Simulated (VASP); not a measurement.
**TiAl3: single point with PBEsol**

The system is TiAl3.

```
Ti Al
1.0
    -1.91111    1.91111    4.28067
     1.91111   -1.91111    4.28067
     1.91111    1.91111   -4.28067
Ti Al
1 3
Direct
  0.99038 0.00038 0.99521
  0.25664 0.75347 0.51882
  0.74604 0.24268 0.49693
  0.50286 0.48753 0.00014
```

This cell differs from its parent crystal: atoms moved at random.

```yaml
Program: VASP 6.6.1
Task: single point
Functional: PBEsol
Potentials_or_basis: VASP PAW PBE potentials, release 64 (Ti_sv, Al)
Cutoff: 520 eV
k_mesh: 10 × 10 × 10
Occupations: fermi-dirac, width 0.05 eV
Spin: no spin polarisation
Dipole_correction: no
Further_INCAR_settings: ALGO = Fast; EDIFF = 1e-06; NBANDS = 18
```

| Quantity | Value |
| --- | --- |
| Pressure | -0.3 GPa |
| Largest force | 0.617 eV/Å |
| Band gap on the k mesh | zero (an odd number of electrons rules out a gap without spin polarisation) |

Forces on the atoms (eV/Å):
```
Ti  -0.250  0.551 -0.122
Al  -0.288 -0.321  0.048
Al   0.207  0.156  0.049
Al   0.332 -0.386  0.025
```

Stress tensor (GPa, compression positive):
```
-0.16 -0.03  0.20
-0.03 -0.18 -0.22
 0.20 -0.22 -0.42
```

Levels at points of the mesh, in eV from the Fermi level:
```
           k point  band 7  band 8  band 9  band 10  band 11  band 12  band 13  band 14  band 15  band 16
(0.00, 0.00, 0.00)   -2.62   -1.43   -1.22    -1.22     0.83     1.77     1.79     2.23     2.47     3.82
(0.50, 0.00, 0.00)   -3.65   -2.93   -1.03    -0.29     0.51     1.81     2.01     2.73     3.21     4.55
(0.00, 0.50, 0.00)   -3.59   -2.94   -1.07    -0.24     0.51     1.81     2.22     2.74     3.13     4.47
(0.00, 0.50, 0.50)   -3.59   -2.94   -1.07    -0.24     0.50     1.81     2.21     2.74     3.16     4.47
(0.50, 0.00, 0.50)   -3.64   -2.93   -1.03    -0.29     0.52     1.81     2.01     2.73     3.19     4.53
(0.50, 0.50, 0.00)   -4.37   -3.75   -2.69    -2.20    -0.99     1.77     1.95     2.71     2.85     3.23
(0.00, 0.00, 0.50)   -4.37   -3.76   -2.69    -2.20    -0.99     1.77     1.95     2.70     2.85     3.23
(0.50, 0.50, 0.50)   -2.02   -0.91   -0.90    -0.24     0.70     0.71     0.97     3.06     4.78     6.13
```

It took 26 min on 1 thread of Oxide Virtual Turin-like Processor, on a shared host, peak memory 0.62 GiB.

Caveat: the cell differs from its parent crystal (atoms moved at random); the PAW data sets were made with another functional, which shifts forces and pressure a little.
